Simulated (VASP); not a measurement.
Here is a VASP 6.6.1 calculation.

Contents of INCAR:

```
PREC     = Accurate       # precision mode
ENCUT    = 600            # plane-wave cutoff, eV
EDIFF    = 1E-6           # SCF threshold, eV
ISMEAR   = 0              # smearing method
SIGMA    = 0.1            # smearing width, eV
LREAL    = False          # projectors in reciprocal space
LASPH    = True           # aspherical terms in the spheres
NELM     = 60             # most SCF steps
ALGO     = Normal         # electronic algorithm
ISIF     = 3              # what is computed and relaxed
LWAVE    = False          # write WAVECAR
LCHARG   = False          # write CHGCAR
GGA      = PE             # functional
IBRION   = 2              # ionic algorithm
NSW      = 100            # ionic steps
EDIFFG   = -0.01          # ionic threshold
```

File KPOINTS:

```
regular mesh
0
Gamma
  6 6 6
```

Contents of POSCAR:

```
YZnC4N4
1.0
    6.4001470399      0.0000000000      0.0000000000
    0.0000000000      6.4001470399      0.0000000000
    0.0000000000      0.0000000000      6.4001470399
Y Zn C N
1 1 4 4
Direct
    0.0000000000      0.0000000000      0.0000000000
    0.5000000000      0.5000000000      0.5000000000
    0.2172923948      0.2172923948      0.2172923948
    0.2172923948      0.7827076052      0.7827076052
    0.7827076052      0.2172923948      0.7827076052
    0.7827076052      0.7827076052      0.2172923948
    0.3229931364      0.3229931364      0.3229931364
    0.3229931364      0.6770068636      0.6770068636
    0.6770068636      0.3229931364      0.6770068636
    0.6770068636      0.6770068636      0.3229931364
```

Potentials or basis: VASP PAW PBE potentials, release 64 (Y_sv, Zn, C, N).

Command:

```bash
$ cat potpaw_PBE.64/Y_sv/POTCAR potpaw_PBE.64/Zn/POTCAR potpaw_PBE.64/C/POTCAR potpaw_PBE.64/N/POTCAR > POTCAR
$ mpirun -np 1 vasp_std > vasp.out
```

(1) Estimate the relaxed cell.

(2) Predict the space group after relaxing (to 0.1 Å).

(3) Predict the relaxed volume.

Answers

(1) a = 6.405 Å, b = 6.405 Å, c = 6.405 Å, α = 90.00°, β = 90.00°, γ = 90.00°.

(2) P-43m (No. 215).

(3) 26.28 Å³/atom.

Caveat: an odd number of electrons without spin polarisation forces a metal; a magnetic or distorted state may lie lower.
